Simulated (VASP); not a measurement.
# ZrN (Fm-3m) in VASP: a series of runs, part 2 of 2

VASP 6.6.1. Earlier steps stand in the parts before.

### 4 Electric field gradients, LDA (volume scaled by 1.02)

The input, INCAR:

```
ALGO     = Normal         # electronic algorithm
EDIFF    = 1E-8           # SCF threshold, eV
ENCUT    = 520            # plane-wave cutoff, eV
GGA_COMPAT= False        
ISIF     = 2              # what is computed and relaxed
ISMEAR   = -1             # smearing method
LASPH    = True           # aspherical terms in the spheres
LCHARG   = False          # write CHGCAR
LEFG     = True         
LREAL    = False          # projectors in reciprocal space
LWAVE    = False          # write WAVECAR
NBANDS   = 16             # bands
NELM     = 120            # most SCF steps
PREC     = Accurate       # precision mode
SIGMA    = 0.03           # smearing width, eV
```

The input, KPOINTS:

```
k-points
0
Gamma
  9 9 9
```

The input, POSCAR:

```
ZrN
1.0
    0.0000000000      2.2993577919      2.2993577919
    2.2993577919      0.0000000000      2.2993577919
    2.2993577919      2.2993577919      0.0000000000
Zr N
1 1
Direct
    0.0000000000      0.0000000000      0.0000000000
    0.5000000000      0.5000000000      0.5000000000
```

Potentials or basis: VASP PAW LDA potentials, release 64 (Zr_sv, N).

Run with:

```
> cat potpaw_LDA.64/Zr_sv/POTCAR potpaw_LDA.64/N/POTCAR > POTCAR
> mpirun -np 1 vasp_std > vasp.out
```

OUTCAR:

```text
EDIFF = 1E-8
   ENCUT = 520
   ISIF = 2
   ISMEAR = -1
   LASPH = True
   LREAL = False
   NELM = 120
   PREC = Accurate

 ion  position               nearest neighbor table
   1  0.000  0.000  0.000-   2 2.30   2 2.30   2 2.30   2 2.30   2 2.30   2 2.30
   2  0.500  0.500  0.500-   1 2.30   1 2.30   1 2.30   1 2.30   1 2.30   1 2.30

  LATTYP: Found a face centered cubic cell.
 ALAT       =     4.5987155838

  Lattice vectors:

 A1 = (   0.0000000000,   2.2993577919,   2.2993577919)
 A2 = (   2.2993577919,   0.0000000000,   2.2993577919)
 A3 = (   2.2993577919,   2.2993577919,   0.0000000000)

Analysis of symmetry for initial positions (statically):
=====================================================================
 Subroutine PRICEL returns:
 Original cell was already a primitive cell.

 Routine SETGRP: Setting up the symmetry group for a
 face centered cubic supercell.

 Subroutine GETGRP returns: Found 48 space group operations
 (whereof 48 operations were pure point group operations)
[... 644 lines left out ...]
     2.299357792  0.000000000  2.299357792     0.217452021 -0.217452021  0.217452021
     2.299357792  2.299357792  0.000000000     0.217452021  0.217452021 -0.217452021

 POSITION                                       TOTAL-FORCE (eV/Angst)
 -----------------------------------------------------------------------------------
      0.00000      0.00000      0.00000         0.000000     -0.000000      0.000000
      2.29936      2.29936      2.29936        -0.000000      0.000000     -0.000000
 -----------------------------------------------------------------------------------
    total drift:                                0.000000     -0.000000     -0.000000

  FREE ENERGIE OF THE ION-ELECTRON SYSTEM (eV)
  ---------------------------------------------------
  free  energy   TOTEN  =       -22.3833919794 eV

  energy  without entropy=      -22.3793334854  energy(sigma->0) =      -22.38136273

 Electric field gradients (V/A^2)
---------------------------------------------------------------------
 ion       V_xx      V_yy      V_zz      V_xy      V_xz      V_yz
---------------------------------------------------------------------
   1       0.000    -0.000     0.000    -0.000    -0.000    -0.000
   2       0.000    -0.000    -0.000    -0.000    -0.000    -0.000
---------------------------------------------------------------------

 Electric field gradients after diagonalization (V/A^2)
 (convention: |V_zz| > |V_xx| > |V_yy|)
----------------------------------------------------------------------
 ion       V_xx      V_yy      V_zz     asymmetry (V_yy - V_xx)/ V_zz
----------------------------------------------------------------------
   1       0.000     0.000    -0.000       0.000
   2       0.000     0.000    -0.000       0.000
----------------------------------------------------------------------

           NMR quadrupolar parameters

 Cq : quadrupolar parameter    Cq=e*Q*V_zz/h
 eta: asymmetry parameters     (V_yy - V_xx)/ V_zz
 Q  : nuclear electric quadrupole moment in mb (millibarn)
----------------------------------------------------------------------
 ion       Cq(MHz)       eta       Q (mb)
----------------------------------------------------------------------
   1      -0.000       0.000       1.000
   2      -0.000       0.000       1.000
----------------------------------------------------------------------
```

OSZICAR:

```text
N       E                     dE             d eps       ncg     rms          rms(c)
DAV:   1     0.115957210637E+03    0.11596E+03   -0.92226E+03  1120   0.106E+03
DAV:   2    -0.214110651997E+02   -0.13737E+03   -0.12923E+03  1456   0.299E+02
DAV:   3    -0.257648750836E+02   -0.43538E+01   -0.43285E+01  1544   0.493E+01
DAV:   4    -0.258259496996E+02   -0.61075E-01   -0.61069E-01  1392   0.546E+00
DAV:   5    -0.258273976371E+02   -0.14479E-02   -0.14479E-02  1600   0.593E-01    0.216E+01
DAV:   6    -0.226278148351E+02    0.31996E+01   -0.74034E+00  1208   0.249E+01    0.828E+00
DAV:   7    -0.224294999008E+02    0.19831E+00   -0.51539E-01  1264   0.612E+00    0.683E+00
DAV:   8    -0.224006344410E+02    0.28865E-01   -0.26977E-01  1400   0.435E+00    0.362E+00
DAV:   9    -0.223847699742E+02    0.15864E-01   -0.60707E-02  1232   0.223E+00    0.136E+00
DAV:  10    -0.223834004196E+02    0.13696E-02   -0.27971E-03  1384   0.508E-01    0.670E-02
DAV:  11    -0.223834024611E+02   -0.20415E-05   -0.20052E-04  1424   0.103E-01    0.769E-02
DAV:  12    -0.223833921149E+02    0.10346E-04   -0.25246E-05  1288   0.407E-02    0.353E-03
DAV:  13    -0.223833920194E+02    0.95525E-07   -0.30846E-07  1392   0.559E-03    0.149E-03
DAV:  14    -0.223833919810E+02    0.38392E-07   -0.28487E-08  1408   0.180E-03    0.471E-04
DAV:  15    -0.223833919794E+02    0.16000E-08   -0.25170E-09   752   0.525E-04
   1 F= -.22383392E+02 E0= -.22381363E+02  d E =-.405849E-02
```

Run time: 26 s. Hardware: 1 thread of Intel Xeon 8259CL, shared host; peak memory 0.13 GiB.

What came out:

```yaml
Free_energy: -22.3834 eV
Pressure: -11.8 GPa
```

Caveat: without QUAD_EFG the Cq values of the log hold for a quadrupole moment of 1 mb, not for the nuclei.

### 5 Electric field gradients, LDA (volume scaled by 1.02)

The input, INCAR:

```
SYSTEM = ZrN
PREC = Accurate
ENCUT = 520
EDIFF = 1E-8
ISMEAR = -1
SIGMA = 0.03
LREAL = .False.
LASPH = .True.
NELM = 120
ALGO = Normal
ISIF = 2
LWAVE = .False.
LCHARG = .False.
LEFG = .True.
NBANDS = 16
GGA_COMPAT = .False.
```

The input, KPOINTS:

```
Automatic mesh
0
Gamma
  9 9 9
  0 0 0
```

POSCAR is that of step 4.

Potentials or basis: VASP PAW LDA potentials, release 64 (Zr_sv, N).

Run with:

```
> cat potpaw_LDA.64/Zr_sv/POTCAR potpaw_LDA.64/N/POTCAR > POTCAR
> mpirun -np 1 vasp_std > vasp.out
```

OUTCAR:

```text
SYSTEM = ZrN
   PREC = Accurate
   ENCUT = 520
   EDIFF = 1E-8
   ISMEAR = -1
   LREAL = .False.
   LASPH = .True.
   NELM = 120
   ISIF = 2

 ion  position               nearest neighbor table
   1  0.000  0.000  0.000-   2 2.30   2 2.30   2 2.30   2 2.30   2 2.30   2 2.30
   2  0.500  0.500  0.500-   1 2.30   1 2.30   1 2.30   1 2.30   1 2.30   1 2.30

  LATTYP: Found a face centered cubic cell.
 ALAT       =     4.5987155838

  Lattice vectors:

 A1 = (   0.0000000000,   2.2993577919,   2.2993577919)
 A2 = (   2.2993577919,   0.0000000000,   2.2993577919)
 A3 = (   2.2993577919,   2.2993577919,   0.0000000000)

Analysis of symmetry for initial positions (statically):
=====================================================================
 Subroutine PRICEL returns:
 Original cell was already a primitive cell.

 Routine SETGRP: Setting up the symmetry group for a
 face centered cubic supercell.

 Subroutine GETGRP returns: Found 48 space group operations
[... 644 lines left out ...]
     0.000000000  2.299357792  2.299357792    -0.217452021  0.217452021  0.217452021
     2.299357792  0.000000000  2.299357792     0.217452021 -0.217452021  0.217452021
     2.299357792  2.299357792  0.000000000     0.217452021  0.217452021 -0.217452021

 POSITION                                       TOTAL-FORCE (eV/Angst)
 -----------------------------------------------------------------------------------
      0.00000      0.00000      0.00000         0.000000     -0.000000      0.000000
      2.29936      2.29936      2.29936        -0.000000      0.000000     -0.000000
 -----------------------------------------------------------------------------------
    total drift:                                0.000000     -0.000000     -0.000000

  FREE ENERGIE OF THE ION-ELECTRON SYSTEM (eV)
  ---------------------------------------------------
  free  energy   TOTEN  =       -22.3833919794 eV

  energy  without entropy=      -22.3793334854  energy(sigma->0) =      -22.38136273

 Electric field gradients (V/A^2)
---------------------------------------------------------------------
 ion       V_xx      V_yy      V_zz      V_xy      V_xz      V_yz
---------------------------------------------------------------------
   1       0.000    -0.000     0.000    -0.000    -0.000    -0.000
   2       0.000    -0.000    -0.000    -0.000    -0.000    -0.000
---------------------------------------------------------------------

 Electric field gradients after diagonalization (V/A^2)
 (convention: |V_zz| > |V_xx| > |V_yy|)
----------------------------------------------------------------------
 ion       V_xx      V_yy      V_zz     asymmetry (V_yy - V_xx)/ V_zz
----------------------------------------------------------------------
   1       0.000     0.000    -0.000       0.000
   2       0.000     0.000    -0.000       0.000
----------------------------------------------------------------------

           NMR quadrupolar parameters

 Cq : quadrupolar parameter    Cq=e*Q*V_zz/h
 eta: asymmetry parameters     (V_yy - V_xx)/ V_zz
 Q  : nuclear electric quadrupole moment in mb (millibarn)
----------------------------------------------------------------------
 ion       Cq(MHz)       eta       Q (mb)
----------------------------------------------------------------------
   1      -0.000       0.000       1.000
   2      -0.000       0.000       1.000
----------------------------------------------------------------------
```

OSZICAR:

```text
N       E                     dE             d eps       ncg     rms          rms(c)
DAV:   1     0.115957210637E+03    0.11596E+03   -0.92226E+03  1120   0.106E+03
DAV:   2    -0.214110651997E+02   -0.13737E+03   -0.12923E+03  1456   0.299E+02
DAV:   3    -0.257648750836E+02   -0.43538E+01   -0.43285E+01  1544   0.493E+01
DAV:   4    -0.258259496996E+02   -0.61075E-01   -0.61069E-01  1392   0.546E+00
DAV:   5    -0.258273976371E+02   -0.14479E-02   -0.14479E-02  1600   0.593E-01    0.216E+01
DAV:   6    -0.226278148351E+02    0.31996E+01   -0.74034E+00  1208   0.249E+01    0.828E+00
DAV:   7    -0.224294999008E+02    0.19831E+00   -0.51539E-01  1264   0.612E+00    0.683E+00
DAV:   8    -0.224006344410E+02    0.28865E-01   -0.26977E-01  1400   0.435E+00    0.362E+00
DAV:   9    -0.223847699742E+02    0.15864E-01   -0.60707E-02  1232   0.223E+00    0.136E+00
DAV:  10    -0.223834004196E+02    0.13696E-02   -0.27971E-03  1384   0.508E-01    0.670E-02
DAV:  11    -0.223834024611E+02   -0.20415E-05   -0.20052E-04  1424   0.103E-01    0.769E-02
DAV:  12    -0.223833921149E+02    0.10346E-04   -0.25246E-05  1288   0.407E-02    0.353E-03
DAV:  13    -0.223833920194E+02    0.95525E-07   -0.30846E-07  1392   0.559E-03    0.149E-03
DAV:  14    -0.223833919810E+02    0.38392E-07   -0.28487E-08  1408   0.180E-03    0.471E-04
DAV:  15    -0.223833919794E+02    0.16000E-08   -0.25170E-09   752   0.525E-04
   1 F= -.22383392E+02 E0= -.22381363E+02  d E =-.405849E-02
```

stdout:

```text
POSCAR found type information on POSCAR ZrN
 POSCAR found :  2 types and       2 ions
 scaLAPACK will be used
 LDA part: xc-table for (Slater(with rela. corr.)+CA(PZ))
 , standard interpolation
 POSCAR, INCAR and KPOINTS ok, starting setup
 FFT: planning ... GRIDC
 FFT: planning ... GRID_SOFT
 FFT: planning ... GRID
 WAVECAR not read
 entering main loop
ion   1

ion   2
```

It used 17 s of CPU time on 1 thread of Intel Xeon 8259CL (shared host).

What came out:

```
Free energy : -22.3834 eV
Pressure    : -11.8 GPa
```

Levels at points of the mesh, in eV from the Fermi level:
```
           k point  band 7  band 8  band 9  band 10  band 11  band 12
(0.00, 0.00, 0.00)   -2.57   -2.57   -0.38    -0.38    -0.38     1.58
```

Caveat: without QUAD_EFG the Cq values of the log hold for a quadrupole moment of 1 mb, not for the nuclei.

### 6 Electric field gradients, LDA (volume scaled by 1.04)

The input, INCAR:

```
SYSTEM = ZrN
PREC     = Accurate       ! precision mode
ENCUT    = 520            ! plane-wave cutoff, eV
EDIFF    = 1E-8           ! SCF threshold, eV
ISMEAR   = -1             ! smearing method
SIGMA    = 0.03           ! smearing width, eV
LREAL    = .False.        ! projectors in reciprocal space
LASPH    = .True.         ! aspherical terms in the spheres
NELM     = 120            ! most SCF steps
ALGO     = Normal         ! electronic algorithm
ISIF     = 2              ! what is computed and relaxed
LWAVE    = .False.        ! write WAVECAR
LCHARG   = .False.        ! write CHGCAR
LEFG     = .True.       
NBANDS   = 16             ! bands
GGA_COMPAT= .False.
```

The input, KPOINTS:

```
regular mesh
0
Gamma
  9 9 9
  0 0 0
```

The input, POSCAR:

```
ZrN
1.0
    0.0000000000      2.3142891050      2.3142891050
    2.3142891050      0.0000000000      2.3142891050
    2.3142891050      2.3142891050      0.0000000000
Zr N
1 1
Direct
    0.0000000000      0.0000000000      0.0000000000
    0.5000000000      0.5000000000      0.5000000000
```

Potentials or basis: VASP PAW LDA potentials, release 64 (Zr_sv, N).

Run with:

```
> cat potpaw_LDA.64/Zr_sv/POTCAR potpaw_LDA.64/N/POTCAR > POTCAR
> mpirun -np 1 vasp_std > vasp.out
```

OUTCAR:

```text
SYSTEM = ZrN
   PREC = Accurate
   ENCUT = 520
   EDIFF = 1E-8
   ISMEAR = -1
   LREAL = .False.
   LASPH = .True.
   NELM = 120
   ISIF = 2

 ion  position               nearest neighbor table
   1  0.000  0.000  0.000-   2 2.31   2 2.31   2 2.31   2 2.31   2 2.31   2 2.31
   2  0.500  0.500  0.500-   1 2.31   1 2.31   1 2.31   1 2.31   1 2.31   1 2.31

  LATTYP: Found a face centered cubic cell.
 ALAT       =     4.6285782100

  Lattice vectors:

 A1 = (   0.0000000000,   2.3142891050,   2.3142891050)
 A2 = (   2.3142891050,   0.0000000000,   2.3142891050)
 A3 = (   2.3142891050,   2.3142891050,   0.0000000000)

Analysis of symmetry for initial positions (statically):
=====================================================================
 Subroutine PRICEL returns:
 Original cell was already a primitive cell.

 Routine SETGRP: Setting up the symmetry group for a
 face centered cubic supercell.

 Subroutine GETGRP returns: Found 48 space group operations
 (whereof 48 operations were pure point group operations)
 out of a pool of 48 trial point group operations.

The static configuration has the point symmetry O_h .

Analysis of symmetry for dynamics (positions and initial velocities):
=====================================================================
 Subroutine PRICEL returns:
 Original cell was already a primitive cell.

 Routine SETGRP: Setting up the symmetry group for a
 face centered cubic supercell.

 Subroutine GETGRP returns: Found 48 space group operations
 (whereof 48 operations were pure point group operations)
 out of a pool of 48 trial point group operations.

The dynamic configuration has the point symmetry O_h .
[... 157 lines left out ...]
      3     -15.7740      2.00000
      4     -15.7740      2.00000
      5      -4.5403      2.00000
      6       8.7747      2.00000
[... 433 lines left out ...]
      3     -16.0956      2.00000
      4     -16.0956      2.00000
      5      -3.9241      2.00000
      6       6.6436      2.00000
[... 8 lines left out ...]
     15      21.3778      0.00000
     16      26.6086      0.00000

 [... further k-points ...]

------------------------ aborting loop because EDIFF is reached ----------------------------------------

  FORCE on cell =-STRESS in cart. coord.  units (eV):
  Direction    XX          YY          ZZ          XY          YZ          ZX
  --------------------------------------------------------------------------------------
  -------------------------------------------------------------------------------------
  Total       -2.4854462     -2.4854462     -2.4854462     -0.0000000      0.0000000      0.0000000
  in kB     -160.6320233   -160.6320233   -160.6320233     -0.0000000      0.0000000      0.0000000
  external PRESSURE =    -160.6320233 kB  Pullay stress =       0.0000000 kB

 VOLUME and BASIS-vectors are now :
 -----------------------------------------------------------------------------
  energy-cutoff  :      520.00
  volume of cell :       24.79
      direct lattice vectors                 reciprocal lattice vectors
     0.000000000  2.314289105  2.314289105    -0.216049066  0.216049066  0.216049066
     2.314289105  0.000000000  2.314289105     0.216049066 -0.216049066  0.216049066
     2.314289105  2.314289105  0.000000000     0.216049066  0.216049066 -0.216049066

 POSITION                                       TOTAL-FORCE (eV/Angst)
 -----------------------------------------------------------------------------------
      0.00000      0.00000      0.00000         0.000000     -0.000000      0.000000
      2.31429      2.31429      2.31429         0.000000      0.000000      0.000000
 -----------------------------------------------------------------------------------
    total drift:                                0.000000     -0.000000     -0.000000

  FREE ENERGIE OF THE ION-ELECTRON SYSTEM (eV)
  ---------------------------------------------------
  free  energy   TOTEN  =       -22.3422890283 eV

  energy  without entropy=      -22.3382123406  energy(sigma->0) =      -22.34025068

 Electric field gradients (V/A^2)
---------------------------------------------------------------------
 ion       V_xx      V_yy      V_zz      V_xy      V_xz      V_yz
---------------------------------------------------------------------
   1      -0.000     0.000    -0.000    -0.000    -0.000    -0.000
   2      -0.000    -0.000    -0.000    -0.000    -0.000    -0.000
---------------------------------------------------------------------

 Electric field gradients after diagonalization (V/A^2)
 (convention: |V_zz| > |V_xx| > |V_yy|)
----------------------------------------------------------------------
 ion       V_xx      V_yy      V_zz     asymmetry (V_yy - V_xx)/ V_zz
----------------------------------------------------------------------
   1       0.000     0.000    -0.000       0.000
   2       0.000     0.000    -0.000       0.000
----------------------------------------------------------------------

           NMR quadrupolar parameters

 Cq : quadrupolar parameter    Cq=e*Q*V_zz/h
 eta: asymmetry parameters     (V_yy - V_xx)/ V_zz
 Q  : nuclear electric quadrupole moment in mb (millibarn)
----------------------------------------------------------------------
 ion       Cq(MHz)       eta       Q (mb)
----------------------------------------------------------------------
   1      -0.000       0.000       1.000
   2      -0.000       0.000       1.000
----------------------------------------------------------------------
```

It took 25 s on 1 thread of Intel Xeon 8259CL, shared host; peak memory 0.13 GiB.

What came out:

- Free energy: -22.3423 eV
- Pressure: -16.1 GPa

Caveat: without QUAD_EFG the Cq values of the log hold for a quadrupole moment of 1 mb, not for the nuclei.

### 7 Overview

```tsv
cell	gap on the mesh (eV)	pressure (GPa)
a = 3.220 Å, angles 60.0°, 2 atoms	none	-4.4
a = 3.252 Å, angles 60.0°, 2 atoms	none	-11.8
a = 3.273 Å, angles 60.0°, 2 atoms	none	-16.1
```

Alike in all rows: task electric field gradients; level LDA; potentials or basis VASP PAW LDA potentials, release 64 (Zr_sv, N); no spin polarisation; k mesh 9 × 9 × 9; cutoff (eV) 520; smearing fermi-dirac 0.03 eV.

Total energies depend on the potentials used, so only differences within one code and one set of settings carry meaning.
